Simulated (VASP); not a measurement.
# HfC5 (Pmmm) in VASP: relaxation of cell and atoms with PBE

Aim: the relaxation of cell and atoms of HfC5 with PBE.

All numbers are computed with VASP 6.6.1; they aren't measurements. Logs are shortened: lines on timing, memory, paths and dates and some standing lists are left out, and cuts for length are marked.

## Step 1: The cell of the first run

It takes space group Pmmm (No. 47, orthorhombic). Conventional cell: a = 4.325 Å, b = 4.797 Å, c = 8.238 Å, α = 90.00°, β = 90.00°, γ = 90.00°. Within 2.9 Å of Hf (site symmetry mmm) lie 4 C at 2.16 to 2.40 Å. Hf (site symmetry mmm) has 4 C at 2.16 to 2.40 Å within 2.9 Å. C (site symmetry 2mm) has 3 C at 1.40 to 1.43 Å within 1.9 Å. C (site symmetry m) has 3 C at 1.40 to 1.43 Å within 1.9 Å. C (site symmetry 2mm) has 3 C at 1.40 to 1.43 Å within 1.9 Å. Within 2.9 Å of C (site symmetry mmm) lie 4 Hf at 2.16 to 2.40 Å. C (site symmetry mmm) has 4 Hf at 2.16 to 2.40 Å within 2.9 Å.

## Step 2: Relaxation of cell and atoms, PBE

INCAR reads:

```
ALGO = Fast
EDIFF = 1E-7
EDIFFG = -0.01
ENCUT = 600
GGA = PE
IBRION = 2
ISIF = 3
ISMEAR = 0
LASPH = T
LCHARG = F
LREAL = F
LWAVE = F
NELM = 60
NSW = 100
PREC = Accurate
SIGMA = 0.1
```

KPOINTS reads:

```
k-points
0
Gamma
  8 6 4
```

POSCAR reads:

```
HfC5
1.0
    4.3254248063      0.0000000000      0.0000000000
    0.0000000000      4.7969914885      0.0000000000
    0.0000000000      0.0000000000      8.2381556379
Hf C
2 10
Direct
    0.0000000000      0.0000000000      0.5000000000
    0.5000000000      0.5000000000      0.5000000000
    0.3344086786      0.5000000000      0.0000000000
    0.1655353422      0.7501531617      0.0000000000
    0.3344716725      0.0000000000      0.0000000000
    0.1655353422      0.2498468383      0.0000000000
    0.6655913214      0.5000000000      0.0000000000
    0.8344646578      0.2498468383      0.0000000000
    0.6655283275      0.0000000000      0.0000000000
    0.8344646578      0.7501531617      0.0000000000
    0.5000000000      0.0000000000      0.5000000000
    0.0000000000      0.5000000000      0.5000000000
```

Potentials or basis: VASP PAW PBE potentials, release 64 (Hf_pv, C).

Started as:

```console
$ cat potpaw_PBE.64/Hf_pv/POTCAR potpaw_PBE.64/C/POTCAR > POTCAR
$ mpirun -np 1 vasp_std > vasp.out
```

OUTCAR:

```text
EDIFF = 1E-7
   EDIFFG = -0.01
   ENCUT = 600
   GGA = PE
   IBRION = 2
   ISIF = 3
   ISMEAR = 0
   LASPH = T
   LREAL = F
   NELM = 60
   NSW = 100
   PREC = Accurate

 ion  position               nearest neighbor table
   1  0.000  0.000  0.500-  11 2.16  11 2.16  12 2.40  12 2.40   2 3.23   2 3.23   2 3.23   2 3.23

   2  0.500  0.500  0.500-  12 2.16  12 2.16  11 2.40  11 2.40   1 3.23   1 3.23   1 3.23   1 3.23

   3  0.334  0.500  0.000-   4 1.40   6 1.40   7 1.43
   4  0.166  0.750  0.000-   5 1.40   3 1.40  10 1.43
   5  0.334  0.000  0.000-   4 1.40   6 1.40   9 1.43
   6  0.166  0.250  0.000-   5 1.40   3 1.40   8 1.43
   7  0.666  0.500  0.000-   8 1.40  10 1.40   3 1.43
   8  0.834  0.250  0.000-   9 1.40   7 1.40   6 1.43
   9  0.666  0.000  0.000-   8 1.40  10 1.40   5 1.43
  10  0.834  0.750  0.000-   9 1.40   7 1.40   4 1.43
  11  0.500  0.000  0.500-   1 2.16   1 2.16   2 2.40   2 2.40
  12  0.000  0.500  0.500-   2 2.16   2 2.16   1 2.40   1 2.40

  LATTYP: Found a simple orthorhombic cell.
 ALAT       =     4.3254248063
 B/A-ratio  =     1.1090220506
 C/A-ratio  =     1.9045887992

  Lattice vectors:

 A1 = (   4.3254248063,   0.0000000000,   0.0000000000)
 A2 = (   0.0000000000,   4.7969914885,   0.0000000000)
 A3 = (   0.0000000000,   0.0000000000,   8.2381556379)

Analysis of symmetry for initial positions (statically):
=====================================================================
 Subroutine PRICEL returns:
 Original cell was already a primitive cell.

 Routine SETGRP: Setting up the symmetry group for a
 simple orthorhombic supercell.

 Subroutine GETGRP returns: Found  8 space group operations
 (whereof  8 operations were pure point group operations)
 out of a pool of  8 trial point group operations.

The static configuration has the point symmetry D_2h.

Analysis of symmetry for dynamics (positions and initial velocities):
=====================================================================
 Subroutine PRICEL returns:
 Original cell was already a primitive cell.

 Routine SETGRP: Setting up the symmetry group for a
 simple orthorhombic supercell.

 Subroutine GETGRP returns: Found  8 space group operations
 (whereof  8 operations were pure point group operations)
 out of a pool of  8 trial point group operations.

The dynamic configuration has the point symmetry D_2h.

 Subroutine INISYM returns: Found  8 space group operations
 (whereof  8 operations are pure point group operations),
 and found     1 'primitive' translations

----------------------------------------------------------------------------------------

                                     Primitive cell

  volume of cell :     170.9337

  direct lattice vectors                    reciprocal lattice vectors
     4.325424806  0.000000000  0.000000000     0.231191165  0.000000000  0.000000000
     0.000000000  4.796991488  0.000000000     0.000000000  0.208463993  0.000000000
     0.000000000  0.000000000  8.238155638     0.000000000  0.000000000  0.121386393

  length of vectors
     4.325424806  4.796991488  8.238155638     0.231191165  0.208463993  0.121386393

  position of ions in fractional coordinates (direct lattice)
     0.000000000  0.000000000  0.500000000
     0.500000000  0.500000000  0.500000000
     0.334408679  0.500000000  0.000000000
     0.165535342  0.750153162  0.000000000
     0.334471673  0.000000000  0.000000000
     0.165535342  0.249846838  0.000000000
     0.665591321  0.500000000  0.000000000
     0.834464658  0.249846838  0.000000000
     0.665528327  0.000000000  0.000000000
     0.834464658  0.750153162  0.000000000
     0.500000000  0.000000000  0.500000000
     0.000000000  0.500000000  0.500000000

  ion indices of the primitive-cell ions
   primitive index   ion index
                 1           1
                 2           2
                 3           3
                 4           4
                 5           5
                 6           6
                 7           7
                 8           8
                 9           9
                10          10
                11          11
                12          12

----------------------------------------------------------------------------------------

 KPOINTS: k-points

Automatic generation of k-mesh.
 Grid dimensions read from file:
 generate k-points for:    8    6    4

 Generating k-lattice:

  Cartesian coordinates                     Fractional coordinates (reciprocal lattice)
     0.028898896  0.000000000  0.000000000     0.125000000  0.000000000  0.000000000
     0.000000000  0.034743999  0.000000000     0.000000000  0.166666667  0.000000000
     0.000000000  0.000000000  0.030346598     0.000000000  0.000000000  0.250000000

  Length of vectors
     0.028898896  0.034743999  0.030346598

  Shift w.r.t. Gamma in fractional coordinates (k-lattice)
     0.000000000  0.000000000  0.000000000

 Subroutine IBZKPT returns following result:
 ===========================================

 Found     60 irreducible k-points:

 Following reciprocal coordinates:
            Coordinates               Weight
  0.000000  0.000000  0.000000      1.000000
  0.125000  0.000000  0.000000      2.000000
  0.250000  0.000000  0.000000      2.000000
  0.375000  0.000000  0.000000      2.000000
  0.500000  0.000000  0.000000      1.000000
  0.000000  0.166667  0.000000      2.000000
[... 16 lines left out ...]
  0.250000  0.000000  0.250000      4.000000
  0.375000  0.000000  0.250000      4.000000
 [... further k-points ...]
   k-points           NKPTS =     60   k-points in BZ     NKDIM =     60   number of bands    NBANDS=     37
   number of dos      NEDOS =    301   number of ions     NIONS =     12
   total plane-waves  NPLWV = 100800
   dimension x,y,z NGX =    36 NGY =   40 NGZ =   70
   dimension x,y,z NGXF=    72 NGYF=   80 NGZF=  140
   ions per type =               2  10
   NGX,Y,Z   is equivalent  to a cutoff of  13.84, 13.86, 14.13 a.u.
   NGXF,Y,Z  is equivalent  to a cutoff of  27.67, 27.73, 28.25 a.u.
 SYSTEM =  unknown system
   PREC   = accura    normal or accurate (medium, high low for compatibility)
   ISTART =      0    job   : 0-new  1-cont  2-samecut
   ICHARG =      2    charge: 1-file 2-atom 10-const
   ISPIN  =      1    spin polarized calculation?
   LNONCOLLINEAR =      F non collinear calculations
   LSORBIT =      F    spin-orbit coupling
   LASPH  =      T    aspherical Exc in radial PAW
   ENCUT  =  600.0 eV  44.10 Ry    6.64 a.u.   8.64  9.58 16.45*2*pi/ulx,y,z
   NELM   =     60;   NELMIN=  2; NELMDL= -5     # of ELM steps
   EDIFF  = 0.1E-06   stopping-criterion for ELM
   LREAL  =      F    real-space projection
   EDIFFG = -.1E-01   stopping-criterion for IOM
   NSW    =    100    number of steps for IOM
   IBRION =      2    ionic relax: 0-MD 1-quasi-New 2-CG
   NFREE  =      1    steps in history (QN), initial steepest desc. (CG)
   ISIF   =      3    stress and relaxation
   ISYM   =      2    0-nonsym 1-usesym 2-fastsym
   POTIM  = 0.5000    time-step for ionic-motion
   TEBEG  =    0.0;   TEEND  =   0.0 temperature during run
   PSTRESS=    0.0 pullay stress
   NELECT =      60.0000    total number of electrons
   NUPDOWN=      -1.0000    fix difference up-down
   EMIN   =  10.00;   EMAX   =-10.00  energy-range for DOS
   EFERMI =   0.00;   METHOD = LEGACY
   ISMEAR =     0;   SIGMA  =   0.10  broadening in eV -4-tet -1-fermi 0-gaus
   EFERMI_NEDOS =   21; number of points for ismear=-14 and -15
   IALGO  =     68    algorithm
   IMIX   =      4    mixing-type and parameters
     AMIX     =   0.40;   BMIX     =  1.00
     AMIX_MAG =   1.60;   BMIX_MAG =  1.00
  volume/ion in A,a.u.               =      14.24        96.13
  Fermi-wavevector in a.u.,A,eV,Ry     =   1.154825  2.182302 18.144999  1.333620
  Thomas-Fermi vector in A             =   2.291458
   LORBIT       =      0    0 simple, 1 ext, 2 COOP (PROOUT), +10 PAW based schemes
   GGA     = PE    functional components
   LHFCALC =     F    Hartree Fock is set to
   AEXX    =    0.0000 exact exchange contribution
   IVDW    =     0    specifies the selected vdW correction
   LEPSILON=     F    determine dielectric tensor
   LRPA    =     F    only Hartree local field effects (RPA)
 conjugate gradient relaxation of ions
 non-spin polarized calculation
 RMM-DIIS sequential band-by-band and
 Gauss-broadening in eV      SIGMA  =   0.10
  energy-cutoff  :      600.00
  volume of cell :      170.93
 maximum number of plane-waves:      5734
 NGX is ok and might be reduce to    36
   NGX = 17   NGY = 19   NGZ = 33

--------------------------------------- Ionic step        1  -------------------------------------------

 number of electron      59.9999990 magnetization

 Free energy of the ion-electron system (eV)
  ---------------------------------------------------
  ext. energy  EPLUGINS =         0.00000000
  ---------------------------------------------------
  free energy    TOTEN  =      -109.51967071 eV

  energy without entropy =     -109.51401654  energy(sigma->0) =     -109.51684362

------------------------ aborting loop because EDIFF is reached ----------------------------------------

  FORCE on cell =-STRESS in cart. coord.  units (eV):
  Direction    XX          YY          ZZ          XY          YZ          ZX
  --------------------------------------------------------------------------------------
  -------------------------------------------------------------------------------------
  Total       -0.1610816     -0.1825554     -0.1531623      0.0000000      0.0000000      0.0000000
  in kB       -1.5098329     -1.7111088     -1.4356039      0.0000000      0.0000000      0.0000000
  external PRESSURE =      -1.5521819 kB  Pullay stress =       0.0000000 kB
[... 119 lines left out ...]
  FREE ENERGIE OF THE ION-ELECTRON SYSTEM (eV)
  ---------------------------------------------------
  free  energy   TOTEN  =      -109.5197462261 eV

  energy  without entropy=     -109.5140903743  energy(sigma->0) =     -109.51691830

[... ionic steps 4 to 15 ...]

--------------------------------------- Ionic step       16  -------------------------------------------

 number of electron      59.9999994 magnetization

------------------------ aborting loop because EDIFF is reached ----------------------------------------
[... 87 lines left out ...]
--------------------------------------- Ionic step       18  -------------------------------------------

 number of electron      59.9999994 magnetization

 Free energy of the ion-electron system (eV)
  ---------------------------------------------------
  ext. energy  EPLUGINS =         0.00000000
  ---------------------------------------------------
  free energy    TOTEN  =      -109.52216672 eV

  energy without entropy =     -109.51622160  energy(sigma->0) =     -109.51919416

 E-fermi :   3.2881     XC(G=0):  -9.3380

 val. band max:        3.2730095147   @ k =   0.1250   0.0000   0.2500
 cond. band min:       3.3708593572   @ k =   0.2500   0.1667   0.0000
 fundamental gap:      0.0978498426
 Fermi energy:         3.2880672445

 k-point     1 :       0.0000    0.0000    0.0000
  band No.  band energies     occupation
      1     -27.9535      2.00000
      2     -27.8844      2.00000
      3     -27.3843      2.00000
      4     -27.2398      2.00000
      5     -27.0154      2.00000
      6     -26.9491      2.00000
[... 949 lines left out ...]
     36       5.6664      0.00000
     37       7.5556      0.00000

 [... further k-points ...]
[... 5 lines left out ...]
  --------------------------------------------------------------------------------------
  -------------------------------------------------------------------------------------
  Total        0.0050270      0.0990361      0.0074169      0.0000000      0.0000000      0.0000000
  in kB        0.0486635      0.9587176      0.0717987      0.0000000      0.0000000      0.0000000
  external PRESSURE =       0.3597266 kB  Pullay stress =       0.0000000 kB
[... 27 lines left out ...]
  FREE ENERGIE OF THE ION-ELECTRON SYSTEM (eV)
  ---------------------------------------------------
  free  energy   TOTEN  =      -109.5221667198 eV

  energy  without entropy=     -109.5162216008  energy(sigma->0) =     -109.51919416

 reached required accuracy - stopping structural energy minimisation
```

It took 1.8 h on 1 thread of Oxide Virtual Turin-like, shared host; peak memory 0.55 GiB.

What came out:

```
Free energy                           : -109.5222 eV
Relaxed volume                        : 13.79 Å³/atom
Relaxed cell                          : a = 4.325 Å, b = 4.795 Å, c = 7.981 Å, α = 90.00°, β = 90.00°, γ = 90.00°
Space group after relaxing (to 0.1 Å) : Pmmm (No. 47)
Energy gained by relaxing             : 0.2 meV/atom
Ionic steps                           : 18
Pressure after relaxing               : 0.0 GPa
Band gap on the k mesh                : zero (bands 30 and 31 overlap by 0.81 eV)
```

Forces in eV/Å, atoms in the order of the input:
```
Hf   0.000  0.000  0.000
Hf   0.000  0.000  0.000
C   -0.003  0.000  0.000
C    0.002  0.000  0.000
C   -0.003  0.000  0.000
C    0.002  0.000  0.000
C    0.003  0.000  0.000
C   -0.002  0.000  0.000
C    0.003  0.000  0.000
C   -0.002  0.000  0.000
C    0.000  0.000  0.000
C    0.000  0.000  0.000
```

The path:
| step | energy change (eV) | largest force (eV/Å) | pressure (GPa) | volume (Å³) |
| --- | --- | --- | --- | --- |
| 1 | 0.0000 | 0.0082 | -0.16 | 170.93 |
| 2 | 0.0001 | 0.0305 | 0.19 | 170.59 |
| 3 | -0.0001 | 0.0079 | -0.01 | 170.79 |
| 4 | -0.0002 | 0.0166 | 0.02 | 170.63 |
| 5 | -0.0002 | 0.0389 | 0.06 | 170.49 |
| 6 | -0.0002 | 0.0380 | 0.05 | 170.47 |
| 7 | -0.0003 | 0.0352 | 0.05 | 170.40 |
| 8 | -0.0004 | 0.0297 | 0.04 | 170.27 |
| 9 | -0.0006 | 0.0188 | 0.01 | 170.00 |
| 10 | -0.0009 | 0.0049 | -0.03 | 169.47 |
| 11 | -0.0011 | 0.0498 | -0.12 | 168.40 |
| 12 | -0.0012 | 0.0483 | -0.11 | 168.27 |
| 13 | -0.0014 | 0.0439 | -0.10 | 167.90 |
| 14 | -0.0018 | 0.0352 | -0.09 | 167.15 |
| 15 | -0.0023 | 0.0176 | -0.05 | 165.66 |
| 16 | -0.0023 | 0.0115 | -0.03 | 165.15 |
| 17 | -0.0024 | 0.0078 | 0.00 | 165.30 |
| 18 | -0.0025 | 0.0029 | 0.04 | 165.51 |

Final structure:
```cif
data_structure
_symmetry_space_group_name_H-M 'P 1'
_symmetry_Int_Tables_number 1
_cell_length_a 4.3249
_cell_length_b 4.7946
_cell_length_c 7.9815
_cell_angle_alpha 90.000
_cell_angle_beta 90.000
_cell_angle_gamma 90.000
_cell_volume 165.51
loop_
_atom_site_label
_atom_site_type_symbol
_atom_site_fract_x
_atom_site_fract_y
_atom_site_fract_z
_atom_site_occupancy
Hf1 Hf 0.00000 0.00000 0.50000 1
Hf2 Hf 0.50000 0.50000 0.50000 1
C1 C 0.33444 0.50000 0.00000 1
C2 C 0.16550 0.75020 0.00000 1
C3 C 0.33451 0.00000 0.00000 1
C4 C 0.16550 0.24980 0.00000 1
C5 C 0.66556 0.50000 0.00000 1
C6 C 0.83450 0.24980 0.00000 1
C7 C 0.66549 0.00000 0.00000 1
C8 C 0.83450 0.75020 0.00000 1
C9 C 0.50000 0.00000 0.50000 1
C10 C 0.00000 0.50000 0.50000 1
```

Caveat: spin-orbit coupling is left out, which moves the levels of the heavy elements.

The gap in the log of VASP goes by the Fermi energy; the results here count the filled bands.